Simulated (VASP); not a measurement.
# Co2PdO4 in VASP: single point with PBE

Aim: the single point of Co2PdO4 with PBE.

Program: VASP 6.6.1. These are calculated values, not measurements. Logs are shortened: lines on timing, memory, paths and dates and some standing lists are left out, and cuts for length are marked.

## (1) The cell of the first run

The cell holds a slab with vacuum, 7 atoms: a = 2.845 Å, b = 2.845 Å, c = 22.910 Å, α = 90.00°, β = 90.00°, γ = 120.00°.

## (2) Single point, PBE, collinear spin, ferromagnetic start

The input, INCAR:

```
  PREC = Accurate
  ENCUT = 520
  EDIFF = 1E-6
  ISMEAR = -1
  SIGMA = 0.05
  LREAL = False
  LASPH = True
  NELM = 150
  ALGO = Normal
  ISIF = 2
  LWAVE = False
  LCHARG = True
  ISPIN = 2
  MAGMOM = 0 0 0 0 0.56 0.65 0
  LORBIT = 11
  LMAXMIX = 4
  LDIPOL = True
  IDIPOL = 3
  DIPOL = 0.5 0.5 0.500
  GGA = PE
  LELF = True
  LVHAR = True
  LVACPOTAV = True
  NBANDS = 39
```

The input, KPOINTS:

```
regular mesh
0
Gamma
  11 11 1
```

The input, POSCAR:

```
Co2PdO4
1.0
    2.8449990154      0.0000000000      0.0000000000
   -1.4224995077      2.4638414211      0.0000000000
    0.0000000000      0.0000000000     22.9095160000
O Co Pd
4 2 1
Direct
    0.0000000000      0.0000000000      0.3273748778
    0.6666666667      0.3333333333      0.4124712194
    0.6666666667      0.3333333333      0.5875287806
    0.3333333333      0.6666666667      0.6726251222
    0.3333333333      0.6666666667      0.3699230486
    0.0000000000      0.0000000000      0.6300769514
    0.6666666667      0.3333333333      0.5000000000
```

Potentials or basis: VASP PAW PBE potentials, release 64 (O, Co, Pd).

The run is started by

```console
$ cat potpaw_PBE.64/O/POTCAR potpaw_PBE.64/Co/POTCAR potpaw_PBE.64/Pd/POTCAR > POTCAR
$ mpirun -np 1 vasp_std > vasp.out
```

OUTCAR:

```text
PREC = Accurate
   ENCUT = 520
   EDIFF = 1E-6
   ISMEAR = -1
   LREAL = False
   LASPH = True
   NELM = 150
   ISIF = 2
   ISPIN = 2
   LORBIT = 11
   GGA = PE

 ion  position               nearest neighbor table
   1  0.000  0.000  0.327-   5 1.91   5 1.91   5 1.91
   2  0.667  0.333  0.412-   5 1.91   5 1.91   5 1.91   7 2.01
   3  0.667  0.333  0.588-   6 1.91   6 1.91   6 1.91   7 2.01
   4  0.333  0.667  0.673-   6 1.91   6 1.91   6 1.91
   5  0.333  0.667  0.370-   2 1.91   1 1.91   2 1.91   1 1.91   1 1.91   2 1.91
   6  0.000  0.000  0.630-   3 1.91   4 1.91   3 1.91   4 1.91   3 1.91   4 1.91
   7  0.667  0.333  0.500-   2 2.01   3 2.01

  LATTYP: Found a hexagonal cell.
 ALAT       =     2.8449990154
 C/A-ratio  =     8.0525567411

  Lattice vectors:

 A1 = (   2.8449990154,   0.0000000000,   0.0000000000)
 A2 = (  -1.4224995077,   2.4638414211,   0.0000000000)
 A3 = (   0.0000000000,   0.0000000000,  22.9095160000)

Analysis of symmetry for initial positions (statically):
=====================================================================
 Subroutine PRICEL returns:
 Original cell was already a primitive cell.

 Routine SETGRP: Setting up the symmetry group for a
 hexagonal supercell.

 Subroutine GETGRP returns: Found 12 space group operations
 (whereof  6 operations were pure point group operations)
 out of a pool of 24 trial point group operations.

The static configuration has the point symmetry C_3v.
 The point group associated with its full space group is D_3d.

Analysis of symmetry for dynamics (positions and initial velocities):
=====================================================================
 Subroutine PRICEL returns:
 Original cell was already a primitive cell.

 Routine SETGRP: Setting up the symmetry group for a
 hexagonal supercell.

 Subroutine GETGRP returns: Found 12 space group operations
 (whereof  6 operations were pure point group operations)
 out of a pool of 24 trial point group operations.

The dynamic configuration has the point symmetry C_3v.
 The point group associated with its full space group is D_3d.

Analysis of structural, dynamic, and magnetic symmetry:
=====================================================================
 Subroutine PRICEL returns:
 Original cell was already a primitive cell.

 Routine SETGRP: Setting up the symmetry group for a
 hexagonal supercell.

 Subroutine GETGRP returns: Found  6 space group operations
 (whereof  6 operations were pure point group operations)
 out of a pool of 24 trial point group operations.

The overall configuration has the point symmetry C_3v.

 Subroutine INISYM returns: Found  6 space group operations
 (whereof  6 operations are pure point group operations),
 and found     1 'primitive' translations

----------------------------------------------------------------------------------------

                                     Primitive cell

  volume of cell :     160.5871

  direct lattice vectors                    reciprocal lattice vectors
     2.844999015  0.000000000  0.000000000     0.351493971  0.202935138  0.000000000
    -1.422499508  2.463841421  0.000000000     0.000000000  0.405870277  0.000000000
     0.000000000  0.000000000 22.909516000     0.000000000  0.000000000  0.043649984

  length of vectors
     2.844999015  2.844999015 22.909516000     0.405870277  0.405870277  0.043649984

  position of ions in fractional coordinates (direct lattice)
     0.000000000  0.000000000  0.327374878
     0.666666667  0.333333333  0.412471219
     0.666666667  0.333333333  0.587528781
     0.333333333  0.666666667  0.672625122
     0.333333333  0.666666667  0.369923049
     0.000000000  0.000000000  0.630076951
     0.666666667  0.333333333  0.500000000

  ion indices of the primitive-cell ions
   primitive index   ion index
                 1           1
[... 50 lines left out ...]
  0.363636  0.272727  0.000000      6.000000
   k-points           NKPTS =     16   k-points in BZ     NKDIM =     16   number of bands    NBANDS=     39
   number of dos      NEDOS =    301   number of ions     NIONS =      7
   total plane-waves  NPLWV = 103680
   dimension x,y,z NGX =    24 NGY =   24 NGZ =  180
   dimension x,y,z NGXF=    48 NGYF=   48 NGZF=  360
   ions per type =               4   2   1
   NGX,Y,Z   is equivalent  to a cutoff of  14.02, 14.02, 13.06 a.u.
   NGXF,Y,Z  is equivalent  to a cutoff of  28.05, 28.05, 26.12 a.u.
 SYSTEM =  unknown system
   PREC   = accura    normal or accurate (medium, high low for compatibility)
   ISTART =      0    job   : 0-new  1-cont  2-samecut
   ICHARG =      2    charge: 1-file 2-atom 10-const
   ISPIN  =      2    spin polarized calculation?
   LNONCOLLINEAR =      F non collinear calculations
   LSORBIT =      F    spin-orbit coupling
   LASPH  =      T    aspherical Exc in radial PAW
   ENCUT  =  520.0 eV  38.22 Ry    6.18 a.u.   5.29  5.29 42.60*2*pi/ulx,y,z
   NELM   =    150;   NELMIN=  2; NELMDL= -5     # of ELM steps
   EDIFF  = 0.1E-05   stopping-criterion for ELM
   LREAL  =      F    real-space projection
   EDIFFG = 0.1E-04   stopping-criterion for IOM
   NSW    =      0    number of steps for IOM
   IBRION =     -1    ionic relax: 0-MD 1-quasi-New 2-CG
   NFREE  =      0    steps in history (QN), initial steepest desc. (CG)
   ISIF   =      2    stress and relaxation
   ISYM   =      2    0-nonsym 1-usesym 2-fastsym
   POTIM  = 0.5000    time-step for ionic-motion
   TEBEG  =    0.0;   TEEND  =   0.0 temperature during run
   PSTRESS=    0.0 pullay stress
   NELECT =      52.0000    total number of electrons
   NUPDOWN=      -1.0000    fix difference up-down
   EMIN   =  10.00;   EMAX   =-10.00  energy-range for DOS
   EFERMI =   0.00;   METHOD = LEGACY
   ISMEAR =    -1;   SIGMA  =   0.05  broadening in eV -4-tet -1-fermi 0-gaus
   EFERMI_NEDOS =   21; number of points for ismear=-14 and -15
   IALGO  =     38    algorithm
   IMIX   =      4    mixing-type and parameters
     AMIX     =   0.40;   BMIX     =  1.00
     AMIX_MAG =   1.60;   BMIX_MAG =  1.00
  volume/ion in A,a.u.               =      22.94       154.81
  Fermi-wavevector in a.u.,A,eV,Ry     =   1.124188  2.124408 17.195030  1.263799
  Thomas-Fermi vector in A             =   2.260859
   LORBIT       =     11    0 simple, 1 ext, 2 COOP (PROOUT), +10 PAW based schemes
   GGA     = PE    functional components
   LHFCALC =     F    Hartree Fock is set to
   AEXX    =    0.0000 exact exchange contribution
   IVDW    =     0    specifies the selected vdW correction
   LEPSILON=     F    determine dielectric tensor
   LRPA    =     F    only Hartree local field effects (RPA)
 spin polarized calculation
  energy-cutoff  :      520.00
  volume of cell :      160.59
 maximum number of plane-waves:      4341
 NGX is ok and might be reduce to    24
   NGX = 11   NGY = 11   NGZ = 85

 dipolmoment           0.000000      0.000000      0.000033 electrons x Angstroem

 number of electron      52.0000011 magnetization       0.9841473

 dipolmoment           0.000000      0.000000     -0.000031 electrons x Angstroem

 Free energy of the ion-electron system (eV)
  ---------------------------------------------------
  ext. energy  EPLUGINS =         0.00000000
  ---------------------------------------------------
  free energy    TOTEN  =       -45.11637594 eV

  energy without entropy =      -45.07419623  energy(sigma->0) =      -45.09528608

 E-fermi :  -1.6783     XC(G=0):  -5.7378

 val. band max:       -1.6795639966   @ k =   0.2727   0.1818   0.0000
 cond. band min:      -1.6751492570   @ k =   0.2727   0.0000   0.0000
 fundamental gap:      0.0044147396
 Fermi energy:        -1.6782882902

 spin component 1

 k-point     1 :       0.0000    0.0000    0.0000
  band No.  band energies     occupation
      1     -21.7993      1.00000
      2     -21.6658      1.00000
      3     -19.6138      1.00000
      4     -19.5426      1.00000
      5      -8.9810      1.00000
      6      -8.0102      1.00000
[... 645 lines left out ...]
     37      12.0369      0.00000
     38      12.0436      0.00000
 Fermi energy:        -1.6782882902

 spin component 2

 k-point     1 :       0.0000    0.0000    0.0000
  band No.  band energies     occupation
      1     -21.7492      1.00000
      2     -21.6130      1.00000
      3     -19.5181      1.00000
      4     -19.4486      1.00000
      5      -8.8811      1.00000
      6      -7.8448      1.00000
[... 645 lines left out ...]
     37      12.0941      0.00000
     38      12.1128      0.00000
 [bands above 38 left out]

------------------------ aborting loop because EDIFF is reached ----------------------------------------

  FORCE on cell =-STRESS in cart. coord.  units (eV):
  Direction    XX          YY          ZZ          XY          YZ          ZX
  --------------------------------------------------------------------------------------
  -------------------------------------------------------------------------------------
  Total       -1.2809709     -1.2809709     -1.9530707      0.0000000      0.0000000      0.0000000
  in kB      -12.7802412    -12.7802412    -19.4857781      0.0000000      0.0000000      0.0000000
  external PRESSURE =     -15.0154201 kB  Pullay stress =       0.0000000 kB

 VOLUME and BASIS-vectors are now :
 -----------------------------------------------------------------------------
  energy-cutoff  :      520.00
  volume of cell :      160.59
      direct lattice vectors                 reciprocal lattice vectors
     2.844999015  0.000000000  0.000000000     0.351493971  0.202935138  0.000000000
    -1.422499508  2.463841421  0.000000000     0.000000000  0.405870277  0.000000000
     0.000000000  0.000000000 22.909516000     0.000000000  0.000000000  0.043649984

 POSITION                                       TOTAL-FORCE (eV/Angst)
 -----------------------------------------------------------------------------------
      0.00000      0.00000      7.50000        -0.000000     -0.000000      1.226283
      1.42250      0.82128      9.44952        -0.000000      0.000000      0.094441
      1.42250      0.82128     13.46000         0.000000     -0.000000     -0.094450
     -0.00000      1.64256     15.40952         0.000000      0.000000     -1.226286
     -0.00000      1.64256      8.47476        -0.000000     -0.000000     -1.379584
      0.00000      0.00000     14.43476        -0.000000     -0.000000      1.379591
      1.42250      0.82128     11.45476        -0.000000     -0.000000      0.000005
 -----------------------------------------------------------------------------------
    total drift:                               -0.000000      0.000000     -0.000013

  FREE ENERGIE OF THE ION-ELECTRON SYSTEM (eV)
  ---------------------------------------------------
  free  energy   TOTEN  =       -45.1163759442 eV

  energy  without entropy=      -45.0741962254  energy(sigma->0) =      -45.09528608

 vacuum level on the upper side and lower side of the slab         6.040         6.041

 total charge

# of ion       s       p       d       tot
------------------------------------------
    1        1.588   3.312   0.000   4.900
    2        1.562   3.437   0.000   4.999
    3        1.562   3.437   0.000   4.999
    4        1.588   3.312   0.000   4.900
    5        0.434   0.661   7.240   8.334
    6        0.434   0.661   7.240   8.334
    7        0.468   0.457   8.446   9.371
--------------------------------------------------
tot          7.635  15.275  22.925  45.835

 magnetization (x)

# of ion       s       p       d       tot
------------------------------------------
    1        0.001   0.063   0.000   0.064
    2        0.000   0.021   0.000   0.021
    3        0.000   0.021   0.000   0.021
    4        0.001   0.063   0.000   0.064
    5        0.004   0.007   0.368   0.378
    6        0.004   0.007   0.368   0.379
    7        0.007   0.005   0.010   0.022
--------------------------------------------------
tot          0.016   0.187   0.746   0.949
```

Run time: 11 min. Hardware: 1 thread of Intel Xeon Platinum 8488C (Sapphire Rapids), shared host; peak memory 0.48 GiB.

What came out:

```
Free energy                                           : -45.1164 eV
Largest force                                         : 1.380 eV/Å
Net moment                                            : 0.98 μB per cell
Site moments                                          : O +0.06, +0.02 (each value once); Co +0.38; Pd +0.02 μB
Valence electrons inside the program's atomic spheres : O 4.90, 5.00 (each value once); Co 8.33; Pd 9.37
```

Forces on the atoms (eV/Å):
```
O    0.000  0.000  1.226
O    0.000  0.000  0.094
O    0.000  0.000 -0.094
O    0.000  0.000 -1.226
Co   0.000  0.000 -1.380
Co   0.000  0.000  1.380
Pd   0.000  0.000  0.000
```

Levels at points of the mesh, in eV from the Fermi level:
Spin up:
```
           k point  band 24  band 25  band 26  band 27  band 28  band 29  band 30  band 31
(0.00, 0.00, 0.00)    -0.67    -0.67    -0.42    -0.36     2.22     2.22     2.35     2.35
```
Spin down:
| k point | band 22 | band 23 | band 24 | band 25 | band 26 | band 27 | band 28 | band 29 | band 30 | band 31 |
| --- | --- | --- | --- | --- | --- | --- | --- | --- | --- | --- |
| (0.00, 0.00, 0.00) | -1.19 | -1.19 | -0.64 | -0.64 | 0.17 | 0.24 | 2.42 | 2.42 | 2.54 | 2.54 |

Caveat: semilocal functionals often make such compounds metallic where correlation or magnetic order opens a gap, which also shifts bond lengths. With open d or f shells a metallic result of PBE can be an artefact of self-interaction; +U or a hybrid may open a gap.
